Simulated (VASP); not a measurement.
The system is LiTa3.

```xyz
8
Lattice="5.6607 0.0000 0.0000 -2.8304 4.9023 0.0000 0.0000 0.0000 4.5436" Properties=species:S:1:pos:R:3 pbc="T T T"
Li    0.0000    3.2682    1.1359
Li    2.8304    1.6341    3.4077
Ta    2.8304    3.2650    1.1359
Ta   -1.4124    4.0837    3.4077
Ta    1.4180    0.8187    1.1359
Ta    0.0000    1.6374    3.4077
Ta    4.2427    0.8187    1.1359
Ta    1.4124    4.0837    3.4077
```

* Program: VASP 6.6.1
* Task: relaxation of cell and atoms
* Functional: PBE
* Potentials or basis: VASP PAW PBE potentials, release 64 (Li_sv, Ta_pv)
* Cutoff: 600 eV
* k mesh: 6 × 6 × 4
* Occupations: gaussian, width 0.1 eV
* Spin: no spin polarisation

At the start: pressure 15.9 GPa; volume 15.76 Å³/atom.

How do energy, volume and symmetry change on relaxing?

Over 7 steps the energy falls by 73.5 meV/atom and the volume is 17.27 Å³/atom (+9.6 %); space group P6_3/mmc (No. 194, to 0.1 Å) before and after.

The path:
```tsv
step	energy change (eV)	largest force (eV/Å)	pressure (GPa)	volume (Å³)
1	0.0000	0.4626	15.92	126.09
2	0.4052	0.5823	-14.63	156.87
3	-0.5741	0.1589	-0.41	138.47
4	-0.5747	0.1463	-0.04	138.12
5	-0.5745	0.1372	0.22	137.87
6	-0.5844	0.0736	0.17	138.01
7	-0.5879	0.0065	0.15	138.15
```

Final structure:
```
Li Ta
1.0
     5.79078    0.00000    0.00000
    -2.89539    5.01497    0.00000
     0.00000    0.00000    4.75719
Li Ta
2 6
Direct
  0.33333 0.66667 0.25000
  0.66667 0.33333 0.75000
  0.83320 0.66641 0.25000
  0.16680 0.83320 0.75000
  0.33359 0.16680 0.25000
  0.16680 0.33359 0.75000
  0.83320 0.16680 0.25000
  0.66641 0.83320 0.75000
```

Caveat: the cutoff is under 1.25 times the usual one of these potentials, so pressure, stress and relaxed cells hold a basis-set (Pulay) error.
